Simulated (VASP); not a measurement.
# Ge (P6_3/mmc) in VASP: a series of runs, part 2 of 2

VASP 6.6.1.

## 3. Single point, RPBE

This run uses another cell than the first one, of 20.02 Å³/atom.

Input file INCAR:

```
SYSTEM = Ge
PREC = Accurate
ENCUT = 520
EDIFF = 1E-6
ISMEAR = -1
SIGMA = 0.1
LREAL = .FALSE.
LASPH = .TRUE.
NELM = 60
ALGO = Normal
ISIF = 2
LWAVE = .FALSE.
LCHARG = .FALSE.
GGA = RP
NBANDS = 36
```

Input file KPOINTS:

```
Automatic mesh
0
G
  16 16 5
  0 0 0
```

Input file POSCAR:

```
Ge
1.0
    3.0437414094      0.0000000000      0.0000000000
   -1.5218707047      2.6359573831      0.0000000000
    0.0000000000      0.0000000000      9.9804663355
Ge
4
Direct
    0.0000000000      1.0000000000      1.0000000000
    0.0000000000      1.0000000000      0.5000000000
    0.3333333333      0.6666666667      0.2500000000
    0.6666666667      0.3333333333      0.7500000000
```

Potentials or basis: VASP PAW PBE potentials, release 64 (Ge_d).

Started as:

```bash
$ cat potpaw_PBE.64/Ge_d/POTCAR > POTCAR
$ mpirun -np 1 vasp_std > vasp.out
```

OUTCAR:

```text
SYSTEM = Ge
   PREC = Accurate
   ENCUT = 520
   EDIFF = 1E-6
   ISMEAR = -1
   LREAL = .FALSE.
   LASPH = .TRUE.
   NELM = 60
   ISIF = 2
   GGA = RP

 ion  position               nearest neighbor table
   1  0.000  0.000  0.000-
   2  0.000  0.000  0.500-
   3  0.333  0.667  0.250-
   4  0.667  0.333  0.750-

  LATTYP: Found a hexagonal cell.
 ALAT       =     3.0437414094
 C/A-ratio  =     3.2790125681

  Lattice vectors:

 A1 = (   3.0437414094,   0.0000000000,   0.0000000000)
 A2 = (  -1.5218707047,   2.6359573831,   0.0000000000)
 A3 = (   0.0000000000,   0.0000000000,   9.9804663355)

Analysis of symmetry for initial positions (statically):
=====================================================================
 Subroutine PRICEL returns:
 Original cell was already a primitive cell.

 Routine SETGRP: Setting up the symmetry group for a
 hexagonal supercell.

 Subroutine GETGRP returns: Found 24 space group operations
 (whereof 12 operations were pure point group operations)
 out of a pool of 24 trial point group operations.

The static configuration has the point symmetry D_3d.
 The point group associated with its full space group is D_6h.

Analysis of symmetry for dynamics (positions and initial velocities):
=====================================================================
 Subroutine PRICEL returns:
 Original cell was already a primitive cell.

 Routine SETGRP: Setting up the symmetry group for a
 hexagonal supercell.

 Subroutine GETGRP returns: Found 24 space group operations
 (whereof 12 operations were pure point group operations)
 out of a pool of 24 trial point group operations.

The dynamic configuration has the point symmetry D_3d.
 The point group associated with its full space group is D_6h.

 Subroutine INISYM returns: Found 24 space group operations
 (whereof 12 operations are pure point group operations),
 and found     1 'primitive' translations

----------------------------------------------------------------------------------------

                                     Primitive cell

  volume of cell :      80.0750

  direct lattice vectors                    reciprocal lattice vectors
     3.043741409  0.000000000  0.000000000     0.328543022  0.189684402  0.000000000
    -1.521870705  2.635957383  0.000000000     0.000000000  0.379368804  0.000000000
     0.000000000  0.000000000  9.980466335     0.000000000  0.000000000  0.100195719

  length of vectors
     3.043741409  3.043741409  9.980466335     0.379368804  0.379368804  0.100195719

  position of ions in fractional coordinates (direct lattice)
     0.000000000  0.000000000  0.000000000
     0.000000000  0.000000000  0.500000000
     0.333333333  0.666666667  0.250000000
     0.666666667  0.333333333  0.750000000

  ion indices of the primitive-cell ions
   primitive index   ion index
                 1           1
                 2           2
                 3           3
                 4           4

----------------------------------------------------------------------------------------

 KPOINTS: Automatic mesh

Automatic generation of k-mesh.
 Grid dimensions read from file:
 generate k-points for:   16   16    5

 Generating k-lattice:

  Cartesian coordinates                     Fractional coordinates (reciprocal lattice)
     0.020533939  0.011855275  0.000000000     0.062500000  0.000000000  0.000000000
     0.000000000  0.023710550  0.000000000     0.000000000  0.062500000  0.000000000
     0.000000000  0.000000000  0.020039144     0.000000000  0.000000000  0.200000000

  Length of vectors
     0.023710550  0.023710550  0.020039144

  Shift w.r.t. Gamma in fractional coordinates (k-lattice)
     0.000000000  0.000000000  0.000000000

 Subroutine IBZKPT returns following result:
 ===========================================

 Found     90 irreducible k-points:

 Following reciprocal coordinates:
            Coordinates               Weight
  0.000000  0.000000  0.000000      1.000000
  0.062500  0.000000  0.000000      6.000000
  0.125000  0.000000  0.000000      6.000000
  0.187500  0.000000  0.000000      6.000000
  0.250000  0.000000  0.000000      6.000000
  0.312500  0.000000  0.000000      6.000000
[... 16 lines left out ...]
  0.187500  0.187500  0.000000      6.000000
  0.250000  0.187500  0.000000     12.000000
 [... further k-points ...]
   k-points           NKPTS =     90   k-points in BZ     NKDIM =     90   number of bands    NBANDS=     36
   number of dos      NEDOS =    301   number of ions     NIONS =      4
   total plane-waves  NPLWV =  46080
   dimension x,y,z NGX =    24 NGY =   24 NGZ =   80
   dimension x,y,z NGXF=    48 NGYF=   48 NGZF=  160
   ions per type =               4
   NGX,Y,Z   is equivalent  to a cutoff of  13.11, 13.11, 13.33 a.u.
   NGXF,Y,Z  is equivalent  to a cutoff of  26.22, 26.22, 26.65 a.u.
 SYSTEM =  Ge
   PREC   = accura    normal or accurate (medium, high low for compatibility)
   ISTART =      0    job   : 0-new  1-cont  2-samecut
   ICHARG =      2    charge: 1-file 2-atom 10-const
   ISPIN  =      1    spin polarized calculation?
   LNONCOLLINEAR =      F non collinear calculations
   LSORBIT =      F    spin-orbit coupling
   LASPH  =      T    aspherical Exc in radial PAW
   ENCUT  =  520.0 eV  38.22 Ry    6.18 a.u.   5.66  5.66 18.56*2*pi/ulx,y,z
   NELM   =     60;   NELMIN=  2; NELMDL= -5     # of ELM steps
   EDIFF  = 0.1E-05   stopping-criterion for ELM
   LREAL  =      F    real-space projection
   EDIFFG = 0.1E-04   stopping-criterion for IOM
   NSW    =      0    number of steps for IOM
   IBRION =     -1    ionic relax: 0-MD 1-quasi-New 2-CG
   NFREE  =      0    steps in history (QN), initial steepest desc. (CG)
   ISIF   =      2    stress and relaxation
   ISYM   =      2    0-nonsym 1-usesym 2-fastsym
   POTIM  = 0.5000    time-step for ionic-motion
   TEBEG  =    0.0;   TEEND  =   0.0 temperature during run
   PSTRESS=    0.0 pullay stress
   NELECT =      56.0000    total number of electrons
   NUPDOWN=      -1.0000    fix difference up-down
   EMIN   =  10.00;   EMAX   =-10.00  energy-range for DOS
   EFERMI =   0.00;   METHOD = LEGACY
   ISMEAR =    -1;   SIGMA  =   0.10  broadening in eV -4-tet -1-fermi 0-gaus
   EFERMI_NEDOS =   21; number of points for ismear=-14 and -15
   IALGO  =     38    algorithm
   IMIX   =      4    mixing-type and parameters
     AMIX     =   0.40;   BMIX     =  1.00
     AMIX_MAG =   1.60;   BMIX_MAG =  1.00
  volume/ion in A,a.u.               =      20.02       135.09
  Fermi-wavevector in a.u.,A,eV,Ry     =   1.453132  2.746022 28.729977  2.111594
  Thomas-Fermi vector in A             =   2.570434
   LORBIT       =      0    0 simple, 1 ext, 2 COOP (PROOUT), +10 PAW based schemes
   GGA     = RP    functional components
   LHFCALC =     F    Hartree Fock is set to
   AEXX    =    0.0000 exact exchange contribution
   IVDW    =     0    specifies the selected vdW correction
   LEPSILON=     F    determine dielectric tensor
   LRPA    =     F    only Hartree local field effects (RPA)
 non-spin polarized calculation
  energy-cutoff  :      520.00
  volume of cell :       80.08
 maximum number of plane-waves:      2184
 NGX is ok and might be reduce to    24
   NGX = 11   NGY = 11   NGZ = 37

 number of electron      56.0000007 magnetization

 Free energy of the ion-electron system (eV)
  ---------------------------------------------------
  ext. energy  EPLUGINS =         0.00000000
  ---------------------------------------------------
  free energy    TOTEN  =       -15.31598691 eV

  energy without entropy =      -15.24425037  energy(sigma->0) =      -15.28011864

 E-fermi :   6.3150     XC(G=0): -10.9029

 val. band max:        6.3145431483   @ k =   0.2500   0.0000   0.2000
 cond. band min:       6.3399481954   @ k =   0.2500   0.0625   0.0000
 fundamental gap:      0.0254050472
 Fermi energy:         6.3149786169

 k-point     1 :       0.0000    0.0000    0.0000
  band No.  band energies     occupation
      1     -18.5108      2.00000
      2     -18.5099      2.00000
      3     -18.5045      2.00000
      4     -18.5045      2.00000
      5     -18.4998      2.00000
      6     -18.4998      2.00000
[... 28 lines left out ...]
     35      14.6905      0.00000
     36      14.7577      0.00000
[... 866 lines left out ...]
      6     -18.4913      2.00000
[... 28 lines left out ...]
     35      10.4574      0.00000
     36      10.9491      0.00000

 [... further k-points ...]
[... 5 lines left out ...]
  --------------------------------------------------------------------------------------
  -------------------------------------------------------------------------------------
  Total       -0.0322190     -0.0322190      0.4176644      0.0000000      0.0000000      0.0000000
  in kB       -0.6446533     -0.6446533      8.3568210      0.0000000      0.0000000      0.0000000
  external PRESSURE =       2.3558381 kB  Pullay stress =       0.0000000 kB

 VOLUME and BASIS-vectors are now :
 -----------------------------------------------------------------------------
  energy-cutoff  :      520.00
  volume of cell :       80.08
      direct lattice vectors                 reciprocal lattice vectors
     3.043741409  0.000000000  0.000000000     0.328543022  0.189684402  0.000000000
    -1.521870705  2.635957383  0.000000000     0.000000000  0.379368804  0.000000000
     0.000000000  0.000000000  9.980466335     0.000000000  0.000000000  0.100195719

 POSITION                                       TOTAL-FORCE (eV/Angst)
 -----------------------------------------------------------------------------------
      0.00000      0.00000      0.00000        -0.000000      0.000000     -0.000000
      0.00000      0.00000      4.99023        -0.000000      0.000000     -0.000000
     -0.00000      1.75730      2.49512        -0.000000     -0.000000      0.000000
      1.52187      0.87865      7.48535         0.000000      0.000000     -0.000000
 -----------------------------------------------------------------------------------
    total drift:                               -0.000000      0.000000     -0.000000

  FREE ENERGIE OF THE ION-ELECTRON SYSTEM (eV)
  ---------------------------------------------------
  free  energy   TOTEN  =       -15.3159869116 eV

  energy  without entropy=      -15.2442503735  energy(sigma->0) =      -15.28011864
```

Wall time 6.5 min (1 thread of Intel Xeon 8259CL, shared host); peak memory 0.32 GiB.

Results:

* Free energy: -15.3160 eV
* Pressure: 0.2 GPa
* Band gap on the k mesh: zero (bands 28 and 29 overlap by 8.94 eV)

Levels at points of the mesh, in eV from the Fermi level:
```
           k point  band 24  band 25  band 26  band 27  band 28  band 29  band 30  band 31  band 32  band 33
(0.00, 0.00, 0.00)    -7.82    -5.24     1.05     1.05     6.51     6.51     7.24     7.24     7.41     7.41
(0.50, 0.00, 0.00)    -6.14    -4.97    -4.63    -2.34    -1.86    -0.34     0.54     2.57     3.99     4.01
```

Caveat: the PAW data sets were made with another functional, which shifts forces and pressure a little.
